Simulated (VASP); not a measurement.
# W: single point with PBE

W:

```
W
1.0
     2.60099    0.00000    0.00000
     0.00000    2.60099    0.00000
     0.00000    0.00000    2.60099
W
1
Cartesian
  0.0000 0.0000 0.0000
```

- Program: VASP 6.6.1
- Task: single point
- Functional: PBE
- Potentials or basis: VASP PAW PBE potentials, release 64 (W_sv)
- Cutoff: 520 eV
- k mesh: 9 × 9 × 9
- Occupations: fermi-dirac, width 0.05 eV
- Spin: no spin polarisation
- Dipole correction: no
- Further INCAR settings: ALGO = Normal; EDIFF = 1e-07; NBANDS = 13

```json
{"Pressure": "10.8 GPa", "Band gap on the k mesh": "zero (band 7 reaches 11.71 eV, above the bottom of band 8 at 9.40 eV)"}
```

Levels at points of the mesh, in eV from the Fermi level:
| k point | band 4 | band 5 | band 6 | band 7 | band 8 | band 9 | band 10 | band 11 |
| --- | --- | --- | --- | --- | --- | --- | --- | --- |
| (0.00, 0.00, 0.00) | -37.73 | -8.90 | -4.66 | -4.66 | 4.85 | 4.85 | 4.85 | 14.87 |

It took 8.9 s on 1 thread of Intel Xeon 8259CL, on a shared host, peak memory 0.13 GiB.

Caveat: spin-orbit coupling is left out, which moves the levels of the heavy elements.
